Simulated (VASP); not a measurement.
# Ca (P6_3/mmc) in VASP: further runs

The runs below take Ca through single point, with r2SCAN.

Everything below comes from runs of VASP 6.6.1. Logs are shortened: lines on timing, memory, paths and dates and some standing lists are left out, and cuts for length are marked.

## (1) The cell of the first run

The structure is hexagonal, space group P6_3/mmc (No. 194). Conventional cell: a = 3.828 Å, b = 3.828 Å, c = 12.558 Å, α = 90.00°, β = 90.00°, γ = 120.00°. Within 5.0 Å of Ca (site symmetry -3m) lie 12 Ca at 3.83 to 3.84 Å. Ca (site symmetry -6m2) has 12 Ca at 3.83 to 3.84 Å within 5.0 Å.

This isn't the form of Ca at room conditions, which is fcc.

## (2) Single point, r2SCAN (39.85 Å³/atom)

POSCAR

```
Ca
1.0
    3.8282232664      0.0000000000      0.0000000000
   -1.9141116332      3.3153386000      0.0000000000
    0.0000000000      0.0000000000     12.5580852494
Ca
4
Direct
    0.0000000000      1.0000000000      1.0000000000
    1.0000000000      1.0000000000      0.5000000000
    0.3333333333      0.6666666667      0.2500000000
    0.6666666667      0.3333333333      0.7500000000
```

INCAR.step1

```
PREC = Accurate
ENCUT = 520
ISMEAR = -1
SIGMA = 0.1
LREAL = False
LASPH = True
NELM = 100
NBANDS = 28
GGA = PE
ALGO = Normal
EDIFF = 1E-4
LWAVE = True
LCHARG = False
```

INCAR.step2

```
PREC = Accurate
ENCUT = 520
EDIFF = 1E-6
ISMEAR = -1
SIGMA = 0.1
LREAL = False
LASPH = True
NELM = 100
ALGO = Normal
ISIF = 2
LWAVE = False
LCHARG = True
METAGGA = R2SCAN
LMIXTAU = True
LELF = True
LVHAR = True
NBANDS = 28
ISTART = 1
```

KPOINTS

```
Automatic mesh
0
Gamma
  10 10 3
```

Potentials or basis: VASP PAW PBE potentials, release 64 (Ca_sv).

Started as:

```sh
$ cat potpaw_PBE.64/Ca_sv/POTCAR > POTCAR
$ cp INCAR.step1 INCAR
$ mpirun -np 1 vasp_std > vasp.out
$ cp INCAR.step2 INCAR
$ mpirun -np 1 vasp_std > vasp.out
```

OUTCAR:

```text
PREC = Accurate
   ENCUT = 520
   EDIFF = 1E-6
   ISMEAR = -1
   LREAL = False
   LASPH = True
   NELM = 100
   ISIF = 2
   METAGGA = R2SCAN
   ISTART = 1

 ion  position               nearest neighbor table
   1  0.000  0.000  0.000-
   2  0.000  0.000  0.500-
   3  0.333  0.667  0.250-
   4  0.667  0.333  0.750-

  LATTYP: Found a hexagonal cell.
 ALAT       =     3.8282232664
 C/A-ratio  =     3.2803952057

  Lattice vectors:

 A1 = (   3.8282232664,   0.0000000000,   0.0000000000)
 A2 = (  -1.9141116332,   3.3153386000,   0.0000000000)
 A3 = (   0.0000000000,   0.0000000000,  12.5580852494)

Analysis of symmetry for initial positions (statically):
=====================================================================
 Subroutine PRICEL returns:
 Original cell was already a primitive cell.

 Routine SETGRP: Setting up the symmetry group for a
 hexagonal supercell.

 Subroutine GETGRP returns: Found 24 space group operations
 (whereof 12 operations were pure point group operations)
 out of a pool of 24 trial point group operations.

The static configuration has the point symmetry D_3d.
 The point group associated with its full space group is D_6h.

Analysis of symmetry for dynamics (positions and initial velocities):
=====================================================================
 Subroutine PRICEL returns:
 Original cell was already a primitive cell.

 Routine SETGRP: Setting up the symmetry group for a
 hexagonal supercell.

 Subroutine GETGRP returns: Found 24 space group operations
 (whereof 12 operations were pure point group operations)
 out of a pool of 24 trial point group operations.

The dynamic configuration has the point symmetry D_3d.
 The point group associated with its full space group is D_6h.

 Subroutine INISYM returns: Found 24 space group operations
 (whereof 12 operations are pure point group operations),
 and found     1 'primitive' translations

----------------------------------------------------------------------------------------

                                     Primitive cell

  volume of cell :     159.3854

  direct lattice vectors                    reciprocal lattice vectors
     3.828223266  0.000000000  0.000000000     0.261217784  0.150814158  0.000000000
    -1.914111633  3.315338600  0.000000000     0.000000000  0.301628316  0.000000000
     0.000000000  0.000000000 12.558085249     0.000000000  0.000000000  0.079629974

  length of vectors
     3.828223266  3.828223266 12.558085249     0.301628316  0.301628316  0.079629974

  position of ions in fractional coordinates (direct lattice)
     0.000000000  0.000000000  0.000000000
     0.000000000  0.000000000  0.500000000
     0.333333333  0.666666667  0.250000000
     0.666666667  0.333333333  0.750000000

  ion indices of the primitive-cell ions
   primitive index   ion index
                 1           1
                 2           2
                 3           3
                 4           4

----------------------------------------------------------------------------------------

 KPOINTS: Automatic mesh

Automatic generation of k-mesh.
 Grid dimensions read from file:
 generate k-points for:   10   10    3

 Generating k-lattice:

  Cartesian coordinates                     Fractional coordinates (reciprocal lattice)
     0.026121778  0.015081416  0.000000000     0.100000000  0.000000000  0.000000000
     0.000000000  0.030162832  0.000000000     0.000000000  0.100000000  0.000000000
     0.000000000  0.000000000  0.026543325     0.000000000  0.000000000  0.333333333

  Length of vectors
     0.030162832  0.030162832  0.026543325

  Shift w.r.t. Gamma in fractional coordinates (k-lattice)
     0.000000000  0.000000000  0.000000000

 Subroutine IBZKPT returns following result:
 ===========================================

 Found     28 irreducible k-points:

 Following reciprocal coordinates:
            Coordinates               Weight
  0.000000  0.000000  0.000000      1.000000
  0.100000 -0.000000  0.000000      6.000000
  0.200000 -0.000000  0.000000      6.000000
  0.300000 -0.000000  0.000000      6.000000
  0.400000 -0.000000  0.000000      6.000000
  0.500000 -0.000000  0.000000      3.000000
[... 16 lines left out ...]
  0.300000  0.100000  0.333333     24.000000
  0.400000  0.100000  0.333333     24.000000
 [... further k-points ...]
   k-points           NKPTS =     28   k-points in BZ     NKDIM =     28   number of bands    NBANDS=     28
   number of dos      NEDOS =    301   number of ions     NIONS =      4
   total plane-waves  NPLWV =  75264
   dimension x,y,z NGX =    28 NGY =   28 NGZ =   96
   dimension x,y,z NGXF=    56 NGYF=   56 NGZF=  192
   ions per type =               4
   NGX,Y,Z   is equivalent  to a cutoff of  12.16, 12.16, 12.71 a.u.
   NGXF,Y,Z  is equivalent  to a cutoff of  24.32, 24.32, 25.42 a.u.
 SYSTEM =  unknown system
   PREC   = accura    normal or accurate (medium, high low for compatibility)
   ISTART =      1    job   : 0-new  1-cont  2-samecut
   ICHARG =      0    charge: 1-file 2-atom 10-const
   ISPIN  =      1    spin polarized calculation?
   LNONCOLLINEAR =      F non collinear calculations
   LSORBIT =      F    spin-orbit coupling
   LASPH  =      T    aspherical Exc in radial PAW
   ENCUT  =  520.0 eV  38.22 Ry    6.18 a.u.   7.12  7.12 23.35*2*pi/ulx,y,z
   NELM   =    100;   NELMIN=  2; NELMDL=  0     # of ELM steps
   EDIFF  = 0.1E-05   stopping-criterion for ELM
   LREAL  =      F    real-space projection
   EDIFFG = 0.1E-04   stopping-criterion for IOM
   NSW    =      0    number of steps for IOM
   IBRION =     -1    ionic relax: 0-MD 1-quasi-New 2-CG
   NFREE  =      0    steps in history (QN), initial steepest desc. (CG)
   ISIF   =      2    stress and relaxation
   ISYM   =      2    0-nonsym 1-usesym 2-fastsym
   POTIM  = 0.5000    time-step for ionic-motion
   TEBEG  =    0.0;   TEEND  =   0.0 temperature during run
   PSTRESS=    0.0 pullay stress
   NELECT =      40.0000    total number of electrons
   NUPDOWN=      -1.0000    fix difference up-down
   EMIN   =  10.00;   EMAX   =-10.00  energy-range for DOS
   EFERMI =   0.00;   METHOD = LEGACY
   ISMEAR =    -1;   SIGMA  =   0.10  broadening in eV -4-tet -1-fermi 0-gaus
   EFERMI_NEDOS =   21; number of points for ismear=-14 and -15
   IALGO  =     38    algorithm
   IMIX   =      4    mixing-type and parameters
     AMIX     =   0.40;   BMIX     =  1.00
     AMIX_MAG =   1.60;   BMIX_MAG =  1.00
  volume/ion in A,a.u.               =      39.85       268.90
  Fermi-wavevector in a.u.,A,eV,Ry     =   1.032631  1.951390 14.508266  1.066327
  Thomas-Fermi vector in A             =   2.166839
   LORBIT       =      0    0 simple, 1 ext, 2 COOP (PROOUT), +10 PAW based schemes
   METAGGA = R2SCAN    functional components
   LHFCALC =     F    Hartree Fock is set to
   AEXX    =    0.0000 exact exchange contribution
   IVDW    =     0    specifies the selected vdW correction
   LEPSILON=     F    determine dielectric tensor
   LRPA    =     F    only Hartree local field effects (RPA)
 non-spin polarized calculation
  energy-cutoff  :      520.00
  volume of cell :      159.39
 maximum number of plane-waves:      4317
   NGX = 15   NGY = 15   NGZ = 47

 number of electron      39.9999999 magnetization

 Free energy of the ion-electron system (eV)
  ---------------------------------------------------
  ext. energy  EPLUGINS =         0.00000000
  ---------------------------------------------------
  free energy    TOTEN  =       -28.10939970 eV

  energy without entropy =      -27.95884687  energy(sigma->0) =      -28.03412329

 E-fermi :   2.2702     XC(G=0):  -8.4113

 val. band max:        2.2688725060   @ k =   0.3000   0.3000   0.3333
 cond. band min:       2.2800909068   @ k =   0.5000  -0.0000   0.3333
 fundamental gap:      0.0112184008
 Fermi energy:         2.2701884776

 k-point     1 :       0.0000    0.0000    0.0000
  band No.  band energies     occupation
      1     -41.3929      2.00000
      2     -41.3855      2.00000
      3     -41.3812      2.00000
      4     -41.3738      2.00000
      5     -21.5870      2.00000
      6     -21.4995      2.00000
[... 20 lines left out ...]
     27       4.9622      0.00000
     28       4.9934      0.00000

 k-point     2 :       0.1000   -0.0000    0.0000
  band No.  band energies     occupation
      1     -41.3913      2.00000
      2     -41.3843      2.00000
      3     -41.3799      2.00000
      4     -41.3730      2.00000
      5     -21.5811      2.00000
      6     -21.5015      2.00000
[... 20 lines left out ...]
     27       5.0077      0.00000
     28       5.0518      0.00000

 k-point     3 :       0.2000   -0.0000    0.0000
  band No.  band energies     occupation
      1     -41.3869      2.00000
      2     -41.3811      2.00000
      3     -41.3767      2.00000
      4     -41.3709      2.00000
      5     -21.5651      2.00000
      6     -21.5148      2.00000
[... 20 lines left out ...]
     27       4.9573      0.00000
     28       5.2353      0.00000

 k-point     4 :       0.3000   -0.0000    0.0000
  band No.  band energies     occupation
      1     -41.3813      2.00000
      2     -41.3771      2.00000
      3     -41.3728      2.00000
      4     -41.3686      2.00000
      5     -21.5529      2.00000
      6     -21.5478      2.00000
[... 578 lines left out ...]
     27       4.7358      0.00000
     28       4.8299      0.00000

 k-point    23 :       0.3000    0.1000    0.3333
  band No.  band energies     occupation
      1     -41.3774      2.00000
      2     -41.3760      2.00000
      3     -41.3695      2.00000
      4     -41.3681      2.00000
      5     -21.5641      2.00000
      6     -21.5567      2.00000
[... 20 lines left out ...]
     27       4.3954      0.00000
     28       4.6112      0.00000

 k-point    24 :       0.4000    0.1000    0.3333
  band No.  band energies     occupation
      1     -41.3740      2.00000
      2     -41.3732      2.00000
      3     -41.3679      2.00000
      4     -41.3671      2.00000
      5     -21.5821      2.00000
      6     -21.5797      2.00000
[... 20 lines left out ...]
     27       4.2177      0.00000
     28       4.5295      0.00000

 [... further k-points ...]

------------------------ aborting loop because EDIFF is reached ----------------------------------------

  FORCE on cell =-STRESS in cart. coord.  units (eV):
  Direction    XX          YY          ZZ          XY          YZ          ZX
  --------------------------------------------------------------------------------------
  -------------------------------------------------------------------------------------
  Total        1.6950301      1.6950301      1.8932757      0.0000000      0.0000000      0.0000000
  in kB       17.0388163     17.0388163     19.0316250      0.0000000      0.0000000      0.0000000
  external PRESSURE =      17.7030859 kB  Pullay stress =       0.0000000 kB

 VOLUME and BASIS-vectors are now :
 -----------------------------------------------------------------------------
  energy-cutoff  :      520.00
  volume of cell :      159.39
      direct lattice vectors                 reciprocal lattice vectors
     3.828223266  0.000000000  0.000000000     0.261217784  0.150814158  0.000000000
    -1.914111633  3.315338600  0.000000000     0.000000000  0.301628316  0.000000000
     0.000000000  0.000000000 12.558085249     0.000000000  0.000000000  0.079629974

 POSITION                                       TOTAL-FORCE (eV/Angst)
 -----------------------------------------------------------------------------------
      0.00000      0.00000      0.00000        -0.000000      0.000000      0.000000
      0.00000      0.00000      6.27904        -0.000000      0.000000      0.000000
     -0.00000      2.21023      3.13952        -0.000000      0.000000      0.000000
      1.91411      1.10511      9.41856         0.000000     -0.000000     -0.000000
 -----------------------------------------------------------------------------------
    total drift:                                0.000000     -0.000000      0.000000

  FREE ENERGIE OF THE ION-ELECTRON SYSTEM (eV)
  ---------------------------------------------------
  free  energy   TOTEN  =       -28.1093997048 eV

  energy  without entropy=      -27.9588468657  energy(sigma->0) =      -28.03412329
```

It took 3.5 min on 1 thread of Intel Xeon 6975P-C (Granite Rapids), shared host; peak memory 0.33 GiB.

What came out:

```yaml
Free_energy: -28.1094 eV
Pressure: 1.8 GPa
Band_gap_on_the_k_mesh: zero (bands 20 and 21 overlap by 0.48 eV)
```

Levels at points of the mesh, in eV from the Fermi level:
| k point | band 16 | band 17 | band 18 | band 19 | band 20 | band 21 | band 22 | band 23 | band 24 | band 25 |
| --- | --- | --- | --- | --- | --- | --- | --- | --- | --- | --- |
| (0.00, 0.00, 0.00) | -23.68 | -4.43 | -3.31 | -3.31 | -1.03 | -0.29 | 1.63 | 1.64 | 2.63 | 2.63 |
| (0.50, 0.00, 0.00) | -23.71 | -1.09 | -0.89 | -0.69 | -0.62 | -0.07 | 0.08 | 0.54 | 0.56 | 1.36 |

Caveat: the PAW data sets were made with another functional, which shifts forces and pressure a little.

(Part 1 of 2 ends here.)

The gap in the log of VASP goes by the Fermi energy; the results here count the filled bands.